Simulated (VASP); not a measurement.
Ta: relaxation of cell and atoms with PBE

Crystal: Ta.

```xyz
1
Lattice="0.0000 2.0924 2.0924 2.0924 0.0000 2.0924 2.0924 2.0924 0.0000" Properties=species:S:1:pos:R:3 pbc="T T T"
Ta    0.0000    0.0000    0.0000
```

```json
{
  "Program": "VASP 6.6.1",
  "Task": "relaxation of cell and atoms",
  "Functional": "PBE",
  "Potentials or basis": "VASP PAW PBE potentials, release 64 (Ta_pv)",
  "Cutoff": "600 eV",
  "k mesh": "17 × 17 × 17",
  "Occupations": "fermi-dirac, width 0.05 eV",
  "Spin": "no spin polarisation",
  "Dipole correction": "no",
  "Further INCAR settings": "ALGO = Normal; EDIFF = 1e-07; IBRION = 2; EDIFFG = -0.005; NSW = 60; ISIF = 3"
}
```

| Quantity | Value |
| --- | --- |
| Relaxed volume | 18.83 Å³/atom |
| Relaxed cell | a = 2.986 Å, b = 2.986 Å, c = 2.986 Å, α = 60.00°, β = 60.00°, γ = 60.00° |
| Space group after relaxing (to 0.05 Å) | Fm-3m (No. 225) |
| Energy gained by relaxing | 8.5 meV/atom |
| Ionic steps | 4 |
| Pressure after relaxing | 0.0 GPa |

Step by step:
```csv
step,energy change (eV),largest force (eV/Å),pressure (GPa),volume (Å³)
1,0.0000,0.0000,5.53,18.32
2,0.0346,0.0000,-10.73,20.05
3,-0.0085,0.0000,-0.11,18.84
4,-0.0085,0.0000,0.00,18.83
```

Final structure:
```
Ta
1.0
     0.00000    2.11147    2.11147
     2.11147    0.00000    2.11147
     2.11147    2.11147    0.00000
Ta
1
Direct
  0.00000 0.00000 0.00000
```

Levels at points of the mesh, in eV from the Fermi level:
```
           k point  band 1  band 2  band 3  band 4  band 5  band 6  band 7  band 8  band 9
(0.00, 0.00, 0.00)  -33.65  -33.65  -33.65   -8.12    0.44    0.44    0.44    3.43    3.43
```

Wall time 32 s on 1 thread of AMD EPYC 9R45 96-Core Processor (Zen 5), with other jobs on the host, peak memory 0.15 GiB.

Caveat: spin-orbit coupling is left out, which moves the levels of the heavy elements.
